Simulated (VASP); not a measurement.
# CuO (P-6m2) in VASP: settings compared, part 3 of 3

VASP 6.6.1.

## (4) Single point, BLYP

This run uses another cell than the first one, of 9.64 Å³/atom.

INCAR reads:

```
SYSTEM = CuO
  PREC = Accurate
  ENCUT = 520
  EDIFF = 1E-6
  ISMEAR = -1
  SIGMA = 0.05
  LREAL = .False.
  LASPH = .True.
  NELM = 100
  ALGO = Normal
  ISIF = 2
  LWAVE = .False.
  LCHARG = .False.
  GGA = B5
  ALDAX = 1.0
  AGGAX = 1.0
  AGGAC = 1.0
  ALDAC = 0.0
  NBANDS = 16
```

KPOINTS reads:

```
Automatic mesh
0
Gamma
  11 11 10
  0 0 0
```

POSCAR reads:

```
CuO
1.0
    2.8363251100      0.0000000000      0.0000000000
   -1.4181625500      2.4563296000      0.0000000000
    0.0000000000      0.0000000000      2.7681127800
Cu O
1 1
Direct
    0.0000000000      0.0000000000      0.0000000000
    0.6666666667      0.3333333333      0.5000000000
```

Potentials or basis: VASP PAW PBE potentials, release 64 (Cu, O).

Command:

```
$ cat potpaw_PBE.64/Cu/POTCAR potpaw_PBE.64/O/POTCAR > POTCAR
$ mpirun -np 1 vasp_std > vasp.out
```

OUTCAR:

```text
SYSTEM = CuO
   PREC = Accurate
   ENCUT = 520
   EDIFF = 1E-6
   ISMEAR = -1
   LREAL = .False.
   LASPH = .True.
   NELM = 100
   ISIF = 2
   GGA = B5

 ion  position               nearest neighbor table
   1  0.000  0.000  0.000-   2 2.14   2 2.14   2 2.14   2 2.14   2 2.14   2 2.14
   2  0.667  0.333  0.500-   1 2.14   1 2.14   1 2.14   1 2.14   1 2.14   1 2.14

  LATTYP: Found a hexagonal cell.
 ALAT       =     2.8363251100
 C/A-ratio  =     0.9759504544

  Lattice vectors:

[... 642 lines left out ...]

------------------------ aborting loop because EDIFF is reached ----------------------------------------

  FORCE on cell =-STRESS in cart. coord.  units (eV):
  Direction    XX          YY          ZZ          XY          YZ          ZX
  --------------------------------------------------------------------------------------
  -------------------------------------------------------------------------------------
  Total        1.3180399      1.3180399      0.0393759      0.0000000      0.0000000      0.0000000
  in kB      109.4996434    109.4996436      3.2712573      0.0000002      0.0000000      0.0000000
  external PRESSURE =      74.0901814 kB  Pullay stress =       0.0000000 kB

 VOLUME and BASIS-vectors are now :
 -----------------------------------------------------------------------------
  energy-cutoff  :      520.00
  volume of cell :       19.29
      direct lattice vectors                 reciprocal lattice vectors
     2.836325110  0.000000000  0.000000000     0.352568892  0.203555744  0.000000000
    -1.418162550  2.456329600  0.000000000     0.000000000  0.407111489  0.000000000
     0.000000000  0.000000000  2.768112780     0.000000000  0.000000000  0.361256957

 POSITION                                       TOTAL-FORCE (eV/Angst)
 -----------------------------------------------------------------------------------
      0.00000      0.00000      0.00000        -0.000000      0.000000      0.000000
      1.41816      0.81878      1.38406         0.000000      0.000000      0.000000
 -----------------------------------------------------------------------------------
    total drift:                               -0.000001      0.000000      0.000000

  FREE ENERGIE OF THE ION-ELECTRON SYSTEM (eV)
  ---------------------------------------------------
  free  energy   TOTEN  =        -8.2837153666 eV

  energy  without entropy=       -8.2602519545  energy(sigma->0) =       -8.27198366
```

OSZICAR:

```text
N       E                     dE             d eps       ncg     rms          rms(c)
DAV:   1     0.897488943857E+02    0.89749E+02   -0.83265E+03  3344   0.165E+03
DAV:   2    -0.667492267632E+01   -0.96424E+02   -0.85580E+02  3288   0.286E+02
DAV:   3    -0.115418692974E+02   -0.48669E+01   -0.45515E+01  3696   0.645E+01
DAV:   4    -0.115927372790E+02   -0.50868E-01   -0.50849E-01  3504   0.651E+00
DAV:   5    -0.115935147788E+02   -0.77750E-03   -0.77749E-03  4120   0.846E-01    0.121E+01
DAV:   6    -0.105380320127E+02    0.10555E+01   -0.12229E+01  4272   0.113E+02    0.109E+01
DAV:   7    -0.831487051115E+01    0.22232E+01   -0.40663E+00  3856   0.897E+01    0.176E+00
DAV:   8    -0.830680237621E+01    0.80681E-02   -0.33106E-01  4072   0.678E+00    0.106E+00
DAV:   9    -0.828501881511E+01    0.21784E-01   -0.12971E-02  5344   0.537E+00    0.355E-01
DAV:  10    -0.828370243291E+01    0.13164E-02   -0.34120E-03  4624   0.175E+00    0.121E-01
DAV:  11    -0.828377403208E+01   -0.71599E-04   -0.11354E-03  4696   0.811E-01    0.613E-02
DAV:  12    -0.828372161391E+01    0.52418E-04   -0.12365E-04  3920   0.572E-01    0.248E-02
DAV:  13    -0.828371523335E+01    0.63806E-05   -0.19256E-05  4480   0.158E-01    0.541E-03
DAV:  14    -0.828371536663E+01   -0.13328E-06   -0.19160E-06  2808   0.212E-02
   1 F= -.82837154E+01 E0= -.82719837E+01  d E =-.234634E-01
```

It took 43 s on 1 thread of Intel Xeon 8259CL, shared host; peak memory 0.15 GiB.

What came out:

```yaml
Free_energy: -8.2837 eV
Pressure: 7.4 GPa
Band_gap_on_the_k_mesh: zero (an odd number of electrons rules out a gap without spin polarisation)
```

Stress tensor (GPa, compression positive):
```
10.95  0.00  0.00
 0.00 10.95  0.00
 0.00  0.00  0.33
```

Caveat: the stress differs along the axes, from 0 to 11 GPa; the PAW data sets were made with another functional, which shifts forces and pressure a little; an odd number of electrons without spin polarisation forces a metal; a magnetic or distorted state may lie lower; semilocal functionals often make such compounds metallic where correlation or magnetic order opens a gap, which also shifts bond lengths. With open d or f shells a metallic result of BLYP can be an artefact of self-interaction; +U or a hybrid may open a gap.

## (5) Single point, r2SCAN

This run uses another cell than the first one, of 9.30 Å³/atom.

POSCAR reads:

```
CuO
1.0
    2.8434234012     -0.0000000029      0.0000000000
   -1.4217116981      2.4624769006      0.0000000000
    0.0000000000      0.0000000000      2.6561476530
Cu O
1 1
Direct
    0.0000000000      0.0000000000      0.0000000000
    0.6666666667      0.3333333333      0.5000000000
```

INCAR.step1 reads:

```
PREC = Accurate ; ENCUT = 520
ISMEAR = -1 ; SIGMA = 0.05
LREAL = False ; LASPH = True
NELM = 80 ; NBANDS = 16
GGA = PE ; ALGO = Normal
EDIFF = 1E-4 ; LWAVE = True
LCHARG = False
```

INCAR.step2 reads:

```
PREC = Accurate ; ENCUT = 520
EDIFF = 1E-6 ; ISMEAR = -1
SIGMA = 0.05 ; LREAL = False
LASPH = True ; NELM = 80
ALGO = Normal ; ISIF = 2
LWAVE = False ; LCHARG = True
METAGGA = R2SCAN ; LMIXTAU = True
LELF = True ; LVHAR = True
NBANDS = 16 ; ISTART = 1
```

KPOINTS reads:

```
Automatic mesh
0
Gamma
  11 11 10
```

Command:

```
$ cat potpaw_PBE.64/Cu/POTCAR potpaw_PBE.64/O/POTCAR > POTCAR
$ cp INCAR.step1 INCAR
$ mpirun -np 1 vasp_std > vasp.out
$ cp INCAR.step2 INCAR
$ mpirun -np 1 vasp_std > vasp.out
```

Wall time 2.1 min (1 thread of Intel Xeon 8259CL, shared host); peak memory 0.16 GiB.

The run converged. Its results:

| Property | Result |
| --- | --- |
| Free energy | -17.5438 eV |
| Pressure | 0.9 GPa |
| Band gap on the k mesh | zero (an odd number of electrons rules out a gap without spin polarisation) |

Stress tensor (GPa, compression positive):
```
0.77 0.00 0.00
0.00 0.77 0.00
0.00 0.00 1.04
```

Levels at points of the mesh, in eV from the Fermi level:
| k point | band 6 | band 7 | band 8 | band 9 | band 10 | band 11 | band 12 | band 13 |
| --- | --- | --- | --- | --- | --- | --- | --- | --- |
| (0.00, 0.00, 0.00) | -1.79 | -1.79 | -0.17 | -0.17 | 1.76 | 16.52 | 17.04 | 17.04 |
| (0.00, 0.00, 0.50) | -2.35 | -1.53 | -0.26 | -0.26 | 8.26 | 8.28 | 22.09 | 22.09 |

Caveat: the PAW data sets were made with another functional, which shifts forces and pressure a little; an odd number of electrons without spin polarisation forces a metal; a magnetic or distorted state may lie lower; semilocal functionals often make such compounds metallic where correlation or magnetic order opens a gap, which also shifts bond lengths.

## (6) Summary

```csv
level,potentials or basis,cell,gap on the mesh (eV),pressure (GPa)
LDA,"VASP PAW LDA potentials, release 64 (Cu, O)","a = 2.795, b = 2.795, c = 2.620 Å, angles 90.0, 90.0, 120.0°, 2 atoms",none,0.6
PBEsol,"VASP PAW PBE potentials, release 64 (Cu, O)","a = 2.836, b = 2.836, c = 2.768 Å, angles 90.0, 90.0, 120.0°, 2 atoms",none,-9.0
BLYP,"VASP PAW PBE potentials, release 64 (Cu, O)","a = 2.836, b = 2.836, c = 2.768 Å, angles 90.0, 90.0, 120.0°, 2 atoms",none,7.4
r2SCAN,"VASP PAW PBE potentials, release 64 (Cu, O)","a = 2.843, b = 2.843, c = 2.656 Å, angles 90.0, 90.0, 120.0°, 2 atoms",none,0.9
```

Alike in all rows: task single point; no spin polarisation; k mesh 11 × 11 × 10; cutoff (eV) 520; smearing fermi-dirac 0.05 eV.

Caveats: an odd number of electrons without spin polarisation forces a metal; a magnetic or distorted state may lie lower; semilocal functionals often make such compounds metallic where correlation or magnetic order opens a gap, which also shifts bond lengths; the PAW data sets were made with another functional, which shifts forces and pressure a little (at least some runs); the stress differs along the axes, from -17 to -5 GPa (at least some runs); the stress differs along the axes, from 0 to 11 GPa (at least some runs).

Absolute energies hang on the potentials; compare differences alone.
